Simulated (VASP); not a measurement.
# Zn3P (Pm-3m) in VASP: notebook

The runs below take Zn3P through single point, with r2SCAN.

Everything below comes from runs of VASP 6.6.1. Logs are shortened: lines on timing, memory, paths and dates and some standing lists are left out, and cuts for length are marked.

### 1 The cell of the first run

It takes space group Pm-3m (No. 221, cubic). Conventional cell: a = 3.976 Å, b = 3.976 Å, c = 3.976 Å, α = 90.00°, β = 90.00°, γ = 90.00°. Within 3.7 Å of Zn (site symmetry 4/mmm) lie 8 Zn at 2.81 Å and 4 P at 2.81 Å. P (site symmetry m-3m) has 12 Zn at 2.81 Å within 3.7 Å.

### 2 Single point, r2SCAN

POSCAR reads:

```
Zn3P
1.0
    3.9755180000      0.0000000000      0.0000000000
    0.0000000000      3.9755180000      0.0000000000
    0.0000000000      0.0000000000      3.9755180000
Zn P
3 1
Direct
    0.5000000000      0.5000000000      0.0000000000
    0.5000000000      0.0000000000      0.5000000000
    0.0000000000      0.5000000000      0.5000000000
    0.0000000000      0.0000000000      0.0000000000
```

INCAR.step1 reads:

```
SYSTEM = Zn3P
PREC = Accurate
ENCUT = 520
ISMEAR = -1
SIGMA = 0.05
LREAL = .False.
LASPH = .True.
NELM = 100
NBANDS = 28
GGA = PE
ALGO = Normal
EDIFF = 1E-4
LWAVE = .True.
LCHARG = .False.
```

INCAR.step2 reads:

```
SYSTEM = Zn3P
PREC = Accurate
ENCUT = 520
EDIFF = 1E-6
ISMEAR = -1
SIGMA = 0.05
LREAL = .False.
LASPH = .True.
NELM = 100
ALGO = Normal
ISIF = 2
LWAVE = .False.
LCHARG = .False.
METAGGA = R2SCAN
LMIXTAU = .True.
NBANDS = 28
ISTART = 1
```

KPOINTS reads:

```
Automatic mesh
0
Gamma
  6 6 6
  0 0 0
```

Potentials or basis: VASP PAW PBE potentials, release 64 (Zn, P).

The run is started by

```sh
$ cat potpaw_PBE.64/Zn/POTCAR potpaw_PBE.64/P/POTCAR > POTCAR
$ cp INCAR.step1 INCAR
$ mpirun -np 1 vasp_std > vasp.out
$ cp INCAR.step2 INCAR
$ mpirun -np 1 vasp_std > vasp.out
```

OUTCAR:

```text
SYSTEM = Zn3P
   PREC = Accurate
   ENCUT = 520
   EDIFF = 1E-6
   ISMEAR = -1
   LREAL = .False.
   LASPH = .True.
   NELM = 100
   ISIF = 2
   METAGGA = R2SCAN
   ISTART = 1

 ion  position               nearest neighbor table
   1  0.500  0.500  0.000-   2 2.81   3 2.81   4 2.81   2 2.81   3 2.81   2 2.81   4 2.81   2 2.81
                             3 2.81   4 2.81   3 2.81   4 2.81
   2  0.500  0.000  0.500-   1 2.81   3 2.81   4 2.81   1 2.81   4 2.81   1 2.81   3 2.81   1 2.81
                             3 2.81   4 2.81   4 2.81   3 2.81
   3  0.000  0.500  0.500-   1 2.81   2 2.81   4 2.81   1 2.81   4 2.81   2 2.81   4 2.81   4 2.81
                             1 2.81   2 2.81   1 2.81   2 2.81
   4  0.000  0.000  0.000-   1 2.81   2 2.81   3 2.81   2 2.81   3 2.81   1 2.81   3 2.81   3 2.81
                             1 2.81   2 2.81   2 2.81   1 2.81

  LATTYP: Found a simple cubic cell.
 ALAT       =     3.9755180000

  Lattice vectors:

 A1 = (   3.9755180000,   0.0000000000,   0.0000000000)
 A2 = (   0.0000000000,   3.9755180000,   0.0000000000)
 A3 = (   0.0000000000,   0.0000000000,   3.9755180000)

Analysis of symmetry for initial positions (statically):
=====================================================================
 Subroutine PRICEL returns:
 Original cell was already a primitive cell.

 Routine SETGRP: Setting up the symmetry group for a
 simple cubic supercell.

 Subroutine GETGRP returns: Found 48 space group operations
[... 9 lines left out ...]

 Routine SETGRP: Setting up the symmetry group for a
 simple cubic supercell.

 Subroutine GETGRP returns: Found 48 space group operations
[... 11 lines left out ...]
                                     Primitive cell

  volume of cell :      62.8320

  direct lattice vectors                    reciprocal lattice vectors
     3.975518000  0.000000000  0.000000000     0.251539548  0.000000000  0.000000000
     0.000000000  3.975518000  0.000000000     0.000000000  0.251539548  0.000000000
     0.000000000  0.000000000  3.975518000     0.000000000  0.000000000  0.251539548

  length of vectors
     3.975518000  3.975518000  3.975518000     0.251539548  0.251539548  0.251539548

  position of ions in fractional coordinates (direct lattice)
     0.500000000  0.500000000  0.000000000
     0.500000000  0.000000000  0.500000000
     0.000000000  0.500000000  0.500000000
     0.000000000  0.000000000  0.000000000

  ion indices of the primitive-cell ions
   primitive index   ion index
                 1           1
                 2           2
                 3           3
                 4           4

----------------------------------------------------------------------------------------

 KPOINTS: Automatic mesh

Automatic generation of k-mesh.
 Grid dimensions read from file:
 generate k-points for:    6    6    6

 Generating k-lattice:

  Cartesian coordinates                     Fractional coordinates (reciprocal lattice)
     0.041923258  0.000000000  0.000000000     0.166666667  0.000000000  0.000000000
     0.000000000  0.041923258  0.000000000     0.000000000  0.166666667  0.000000000
     0.000000000  0.000000000  0.041923258     0.000000000  0.000000000  0.166666667

  Length of vectors
     0.041923258  0.041923258  0.041923258

  Shift w.r.t. Gamma in fractional coordinates (k-lattice)
     0.000000000  0.000000000  0.000000000

 Subroutine IBZKPT returns following result:
 ===========================================

 Found     20 irreducible k-points:

 Following reciprocal coordinates:
            Coordinates               Weight
  0.000000  0.000000  0.000000      1.000000
  0.166667  0.000000  0.000000      6.000000
  0.333333  0.000000  0.000000      6.000000
  0.500000  0.000000  0.000000      3.000000
  0.166667  0.166667  0.000000     12.000000
  0.333333  0.166667  0.000000     24.000000
[... 12 lines left out ...]
  0.500000  0.500000  0.333333      6.000000
  0.500000  0.500000  0.500000      1.000000
   k-points           NKPTS =     20   k-points in BZ     NKDIM =     20   number of bands    NBANDS=     28
   number of dos      NEDOS =    301   number of ions     NIONS =      4
   total plane-waves  NPLWV =  27000
   dimension x,y,z NGX =    30 NGY =   30 NGZ =   30
   dimension x,y,z NGXF=    60 NGYF=   60 NGZF=   60
   ions per type =               3   1
   NGX,Y,Z   is equivalent  to a cutoff of  12.55, 12.55, 12.55 a.u.
   NGXF,Y,Z  is equivalent  to a cutoff of  25.09, 25.09, 25.09 a.u.
 SYSTEM =  Zn3P
   PREC   = accura    normal or accurate (medium, high low for compatibility)
   ISTART =      1    job   : 0-new  1-cont  2-samecut
   ICHARG =      0    charge: 1-file 2-atom 10-const
   ISPIN  =      1    spin polarized calculation?
   LNONCOLLINEAR =      F non collinear calculations
   LSORBIT =      F    spin-orbit coupling
   LASPH  =      T    aspherical Exc in radial PAW
   ENCUT  =  520.0 eV  38.22 Ry    6.18 a.u.   7.39  7.39  7.39*2*pi/ulx,y,z
   NELM   =    100;   NELMIN=  2; NELMDL=  0     # of ELM steps
   EDIFF  = 0.1E-05   stopping-criterion for ELM
   LREAL  =      F    real-space projection
   EDIFFG = 0.1E-04   stopping-criterion for IOM
   NSW    =      0    number of steps for IOM
   IBRION =     -1    ionic relax: 0-MD 1-quasi-New 2-CG
   NFREE  =      0    steps in history (QN), initial steepest desc. (CG)
   ISIF   =      2    stress and relaxation
   ISYM   =      2    0-nonsym 1-usesym 2-fastsym
   POTIM  = 0.5000    time-step for ionic-motion
   TEBEG  =    0.0;   TEEND  =   0.0 temperature during run
   PSTRESS=    0.0 pullay stress
   NELECT =      41.0000    total number of electrons
   NUPDOWN=      -1.0000    fix difference up-down
   EMIN   =  10.00;   EMAX   =-10.00  energy-range for DOS
   EFERMI =   0.00;   METHOD = LEGACY
   ISMEAR =    -1;   SIGMA  =   0.05  broadening in eV -4-tet -1-fermi 0-gaus
   EFERMI_NEDOS =   21; number of points for ismear=-14 and -15
   IALGO  =     38    algorithm
   IMIX   =      4    mixing-type and parameters
     AMIX     =   0.40;   BMIX     =  1.00
     AMIX_MAG =   1.60;   BMIX_MAG =  1.00
  volume/ion in A,a.u.               =      15.71       106.00
  Fermi-wavevector in a.u.,A,eV,Ry     =   1.419959  2.683333 27.433193  2.016283
  Thomas-Fermi vector in A             =   2.540924
   LORBIT       =      0    0 simple, 1 ext, 2 COOP (PROOUT), +10 PAW based schemes
   METAGGA = R2SCAN    functional components
   LHFCALC =     F    Hartree Fock is set to
   AEXX    =    0.0000 exact exchange contribution
   IVDW    =     0    specifies the selected vdW correction
   LEPSILON=     F    determine dielectric tensor
   LRPA    =     F    only Hartree local field effects (RPA)
 non-spin polarized calculation
  energy-cutoff  :      520.00
  volume of cell :       62.83
 maximum number of plane-waves:      1743
 NGX is ok and might be reduce to    30
   NGX = 15   NGY = 15   NGZ = 15

 number of electron      41.0000100 magnetization

 Free energy of the ion-electron system (eV)
  ---------------------------------------------------
  ext. energy  EPLUGINS =         0.00000000
  ---------------------------------------------------
  free energy    TOTEN  =       -34.79922882 eV

  energy without entropy =      -34.78750544  energy(sigma->0) =      -34.79336713

 E-fermi :   4.2871     XC(G=0): -12.2121

 val. band max:        4.2206556465   @ k =   0.5000   0.1667   0.0000
 cond. band min:       4.3100079867   @ k =   0.5000   0.3333   0.1667
 fundamental gap:      0.0893523402
 Fermi energy:         4.2870917412

 k-point     1 :       0.0000    0.0000    0.0000
  band No.  band energies     occupation
      1      -8.8744      2.00000
      2      -4.4107      2.00000
      3      -3.9872      2.00000
      4      -3.9872      2.00000
      5      -3.9872      2.00000
      6      -3.8586      2.00000
[... 20 lines left out ...]
     27      12.9427      0.00000
     28      12.9427      0.00000

 k-point     2 :       0.1667    0.0000    0.0000
  band No.  band energies     occupation
      1      -8.6635      2.00000
      2      -4.3441      2.00000
      3      -3.9653      2.00000
      4      -3.9527      2.00000
      5      -3.9527      2.00000
      6      -3.8838      2.00000
[... 20 lines left out ...]
     27      11.8103      0.00000
     28      11.8103      0.00000

 k-point     3 :       0.3333    0.0000    0.0000
  band No.  band energies     occupation
      1      -8.1211      2.00000
      2      -4.3284      2.00000
      3      -4.0095      2.00000
      4      -3.9162      2.00000
      5      -3.8633      2.00000
      6      -3.8633      2.00000
[... 20 lines left out ...]
     27      12.1621      0.00000
     28      12.1621      0.00000

 k-point     4 :       0.5000    0.0000    0.0000
  band No.  band energies     occupation
      1      -7.7294      2.00000
      2      -4.7116      2.00000
      3      -3.9658      2.00000
      4      -3.8880      2.00000
      5      -3.7966      2.00000
      6      -3.7966      2.00000
[... 20 lines left out ...]
     27      12.8400      0.00000
     28      13.7902      0.00000

 k-point     5 :       0.1667    0.1667    0.0000
  band No.  band energies     occupation
      1      -8.4603      2.00000
      2      -4.2814      2.00000
      3      -3.9668      2.00000
      4      -3.9314      2.00000
      5      -3.8921      2.00000
      6      -3.8477      2.00000
[... 20 lines left out ...]
     27      10.4515      0.00000
     28      12.6397      0.00000

 k-point     6 :       0.3333    0.1667    0.0000
  band No.  band energies     occupation
      1      -7.9446      2.00000
      2      -4.2392      2.00000
      3      -3.9500      2.00000
      4      -3.9196      2.00000
      5      -3.8588      2.00000
      6      -3.8033      2.00000
[... 339 lines left out ...]
      5      -3.6999      2.00000
      6      -3.5998      2.00000
[... 20 lines left out ...]
     27      14.7362      0.00000
     28      14.7362      0.00000

 k-point    18 :       0.5000    0.3333    0.3333
  band No.  band energies     occupation
      1      -7.0019      2.00000
      2      -4.0812      2.00000
      3      -4.0129      2.00000
      4      -3.8721      2.00000
      5      -3.6319      2.00000
      6      -3.5954      2.00000
[... 20 lines left out ...]
     27      15.5223      0.00000
     28      16.0404      0.00000

 k-point    19 :       0.5000    0.5000    0.3333
  band No.  band energies     occupation
      1      -6.9214      2.00000
      2      -4.0194      2.00000
      3      -4.0194      2.00000
      4      -3.9871      2.00000
      5      -3.5947      2.00000
      6      -3.5947      2.00000
[... 20 lines left out ...]
     27      16.5253      0.00000
     28      16.9312      0.00000

 k-point    20 :       0.5000    0.5000    0.5000
  band No.  band energies     occupation
      1      -6.8876      2.00000
      2      -4.0430      2.00000
      3      -4.0430      2.00000
      4      -4.0430      2.00000
      5      -3.5921      2.00000
      6      -3.5921      2.00000
[... 20 lines left out ...]
     27      17.1965      0.00000
     28      17.1965      0.00000

------------------------ aborting loop because EDIFF is reached ----------------------------------------

  FORCE on cell =-STRESS in cart. coord.  units (eV):
  Direction    XX          YY          ZZ          XY          YZ          ZX
  --------------------------------------------------------------------------------------
  -------------------------------------------------------------------------------------
  Total       -1.5489072     -1.5489072     -1.5489072      0.0000000      0.0000000     -0.0000000
  in kB      -39.4961536    -39.4961536    -39.4961536      0.0000000      0.0000000     -0.0000000
  external PRESSURE =     -39.4961536 kB  Pullay stress =       0.0000000 kB

 VOLUME and BASIS-vectors are now :
 -----------------------------------------------------------------------------
  energy-cutoff  :      520.00
  volume of cell :       62.83
      direct lattice vectors                 reciprocal lattice vectors
     3.975518000  0.000000000  0.000000000     0.251539548  0.000000000  0.000000000
     0.000000000  3.975518000  0.000000000     0.000000000  0.251539548  0.000000000
     0.000000000  0.000000000  3.975518000     0.000000000  0.000000000  0.251539548

 POSITION                                       TOTAL-FORCE (eV/Angst)
 -----------------------------------------------------------------------------------
      1.98776      1.98776      0.00000         0.000000      0.000000      0.000000
      1.98776      0.00000      1.98776         0.000000      0.000000      0.000000
      0.00000      1.98776      1.98776         0.000000      0.000000      0.000000
      0.00000      0.00000      0.00000         0.000000      0.000000      0.000000
 -----------------------------------------------------------------------------------
    total drift:                                0.000000      0.000000     -0.000000

  FREE ENERGIE OF THE ION-ELECTRON SYSTEM (eV)
  ---------------------------------------------------
  free  energy   TOTEN  =       -34.7992288193 eV

  energy  without entropy=      -34.7875054429  energy(sigma->0) =      -34.79336713
```

Run time: 67 s. Hardware: 1 thread of Intel Xeon 6975P-C (Granite Rapids), shared host; peak memory 0.18 GiB.

What came out:

```
Free energy : -34.7992 eV
Pressure    : -3.9 GPa
```

Levels at points of the mesh, in eV from the Fermi level:
```tsv
k point	band 16	band 17	band 18	band 19	band 20	band 21	band 22	band 23	band 24	band 25
(0.00, 0.00, 0.00)	-7.17	-3.75	-3.42	-3.42	-3.42	0.94	0.94	4.70	4.70	4.70
(0.50, 0.00, 0.00)	-7.38	-7.17	-1.66	-1.66	-1.60	1.21	1.44	1.44	2.74	3.22
(0.50, 0.50, 0.00)	-7.33	-5.75	-5.75	-5.49	-0.60	1.77	3.32	3.32	3.77	3.77
(0.50, 0.50, 0.50)	-6.81	-5.13	-5.13	-5.13	-3.10	-2.10	-2.10	-2.10	8.61	8.61
```

Caveat: the PAW data sets were made with another functional, which shifts forces and pressure a little.

### 3 Single point, r2SCAN

POSCAR is that of step 2.

INCAR.step1 reads:

```
  PREC = Accurate
  ENCUT = 520
  ISMEAR = -1
  SIGMA = 0.025
  LREAL = F
  LASPH = T
  NELM = 60
  NBANDS = 28
  GGA = PE
  ALGO = Normal
  EDIFF = 1E-4
  LWAVE = T
  LCHARG = F
```

INCAR.step2 reads:

```
  PREC = Accurate
  ENCUT = 520
  EDIFF = 1E-7
  ISMEAR = -1
  SIGMA = 0.025
  LREAL = F
  LASPH = T
  NELM = 60
  ALGO = Normal
  ISIF = 2
  LWAVE = F
  LCHARG = T
  METAGGA = R2SCAN
  LMIXTAU = T
  LELF = T
  LVHAR = T
  NBANDS = 28
  ISTART = 1
```

KPOINTS reads:

```
regular mesh
0
Gamma
  6 6 6
```

Potentials or basis: VASP PAW PBE potentials, release 64 (Zn, P).

The run is started by

```sh
$ cat potpaw_PBE.64/Zn/POTCAR potpaw_PBE.64/P/POTCAR > POTCAR
$ cp INCAR.step1 INCAR
$ mpirun -np 1 vasp_std > vasp.out
$ cp INCAR.step2 INCAR
$ mpirun -np 1 vasp_std > vasp.out
```

Run time: 65 s. Hardware: 1 thread of Intel Xeon 6975P-C (Granite Rapids), shared host; peak memory 0.18 GiB.

The run converged. Its results:

```yaml
Free_energy: -34.7942 eV
Pressure: -3.9 GPa
```

Levels at points of the mesh, in eV from the Fermi level:
| k point | band 18 | band 19 | band 20 | band 21 | band 22 | band 23 |
| --- | --- | --- | --- | --- | --- | --- |
| (0.00, 0.00, 0.00) | -3.42 | -3.42 | -3.42 | 0.94 | 0.94 | 4.69 |
| (0.50, 0.00, 0.00) | -1.66 | -1.66 | -1.61 | 1.21 | 1.44 | 1.44 |
| (0.50, 0.50, 0.00) | -5.75 | -5.49 | -0.60 | 1.77 | 3.32 | 3.32 |
| (0.50, 0.50, 0.50) | -5.14 | -5.14 | -3.11 | -2.10 | -2.10 | -2.10 |

Caveat: the PAW data sets were made with another functional, which shifts forces and pressure a little.
